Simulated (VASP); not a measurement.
Input of a VASP 6.6.1 run:

Contents of POSCAR:

```
SiC
1.0
    3.0754668474      0.0000000000      0.0000000000
   -1.5377334237      2.6634324183      0.0000000000
    0.0000000000      0.0000000000      5.0485335429
Si C
2 2
Direct
    0.3333333333      0.6666666667     -0.0097147343
    0.6666666667      0.3333333333      0.4902852657
    0.3333333333      0.6666666667      0.3847147343
    0.6666666667      0.3333333333      0.8847147343
```

INCAR.step1

```
SYSTEM = SiC
ALGO = Normal
EDIFF = 1E-4
ENCUT = 520
GGA = PE
ISMEAR = 0
LASPH = .True.
LCHARG = .False.
LREAL = .False.
LWAVE = .True.
NBANDS = 16
NELM = 80
PREC = Accurate
SIGMA = 0.01
```

The input INCAR.step2:

```
SYSTEM = SiC
ALGO = Normal
EDIFF = 1E-7
ENCUT = 520
ISIF = 2
ISMEAR = 0
ISTART = 1
LASPH = .True.
LCHARG = .True.
LELF = .True.
LMIXTAU = .True.
LREAL = .False.
LVHAR = .True.
LWAVE = .False.
METAGGA = R2SCAN
NBANDS = 16
NELM = 80
PREC = Accurate
SIGMA = 0.01
```

KPOINTS

```
k-points
0
Gamma
  12 12 6
  0 0 0
```

Potentials or basis: VASP PAW PBE potentials, release 64 (Si, C).

Launch:

```bash
$ cat potpaw_PBE.64/Si/POTCAR potpaw_PBE.64/C/POTCAR > POTCAR
$ cp INCAR.step1 INCAR
$ mpirun -np 1 vasp_std > vasp.out
$ cp INCAR.step2 INCAR
$ mpirun -np 1 vasp_std > vasp.out
```

Question: Predict the largest force.

Answer: 1.402 eV/Å.

Question: Estimate the pressure.

Answer: 0.7 GPa.

Forces on the atoms (eV/Å):
```
Si   0.000  0.000  1.402
Si   0.000  0.000  1.402
C    0.000  0.000 -1.402
C    0.000  0.000 -1.402
```

Caveat: the PAW data sets were made with another functional, which shifts forces and pressure a little.
